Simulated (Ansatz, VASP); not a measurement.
# SnO2: VASP beside Ansatz

POSCAR

```
SnO2
1.0
    4.4896227318      0.0000000000      0.0000000000
    0.0000000000      4.4896227318      0.0000000000
    0.0000000000      0.0000000000      3.0180735567
Sn O
2 4
Direct
    0.0000000000      0.0000000000      0.0000000000
    0.5000000000      0.5000000000      0.5000000000
    0.3028962228      0.3028962228      0.0000000000
    0.1971037772      0.8028962228      0.5000000000
    0.6971037772      0.6971037772      0.0000000000
    0.8028962228      0.1971037772      0.5000000000
```

INCAR.step1

```
PREC = Accurate
ENCUT = 520
ISMEAR = 0
SIGMA = 0.01
LREAL = F
LASPH = T
NELM = 80
NBANDS = 35
GGA = PE
ALGO = Normal
EDIFF = 1E-4
LWAVE = T
LCHARG = F
```

Contents of INCAR.step2:

```
PREC = Accurate
ENCUT = 520
EDIFF = 1E-6
ISMEAR = 0
SIGMA = 0.01
LREAL = F
LASPH = T
NELM = 80
ALGO = Normal
ISIF = 2
LWAVE = F
LCHARG = T
METAGGA = R2SCAN
LMIXTAU = T
LELF = T
LVHAR = T
NBANDS = 35
ISTART = 1
```

KPOINTS

```
Automatic mesh
0
Gamma
  6 6 8
```

Input for Ansatz:

```yaml
crystal:
  lattice:
    - [4.4896227318, 0.0, 0.0]
    - [0.0, 4.4896227318, 0.0]
    - [0.0, 0.0, 3.0180735567]
  atoms:
    - { symbol: Sn, position: [0.0, 0.0, 0.0] }
    - { symbol: Sn, position: [0.5, 0.5, 0.5] }
    - { symbol: O, position: [0.3028962228, 0.3028962228, 0.0] }
    - { symbol: O, position: [0.1971037772, 0.8028962228, 0.5] }
    - { symbol: O, position: [0.6971037772, 0.6971037772, 0.0] }
    - { symbol: O, position: [0.8028962228, 0.1971037772, 0.5] }
kpoints:
  mp_grid: { grid: [6, 6, 8] }
  band_path:
    path:
      - [0.0, 0.0, 0.0]
      - [0.0, 0.5, 0.0]
      - [0.5, 0.5, 0.0]
      - [0.0, 0.0, 0.5]
      - [0.0, 0.5, 0.5]
      - [0.5, 0.5, 0.5]
    npoints: 1
hamiltonian:
  xc: r2scan
scf:
  occupations: { method: fixed }
  n_extra_bands: 5
output:
  forces: true
  stress: true
  eigenvalues: true
```

Change from the starting cell: hydrostatic strain -5.7%.

Alike in both runs: task single point; functional r2SCAN; k mesh 6 × 6 × 8; no spin polarisation.

|  | VASP | Ansatz |
| --- | --- | --- |
| version | VASP 6.6.1 | Ansatz 0.2.0 |
| potentials or method | VASP PAW PBE potentials, release 64 (Sn_d, O) | plane waves, PAW |
| plane-wave cutoff (eV) | 520 | 500 |
| occupations | gaussian, width 0.01 eV | fixed |
| valence electrons in the cell | 52 | 52 |

|  | VASP | Ansatz | Ansatz less VASP |
| --- | --- | --- | --- |
| gap on the k mesh at the Fermi level (eV) | 4.08 | 4.03 | -0.048 |
| pressure (GPa) | 58.7 | 56.2 | -2.50 |
| traceless stress, the component that is largest in VASP (GPa) | 7.59 | 7.16 | -0.438 |
| rms of the force components (eV/Å) | 0.014 | 0.000 | -0.0138 |

VASP's potentials were made for PBE, not for r2SCAN. Atom by atom the forces differ by 0.014 eV/Å (rms over components). Both programs put the cell under a high pressure, so it lies far from rest at this level.
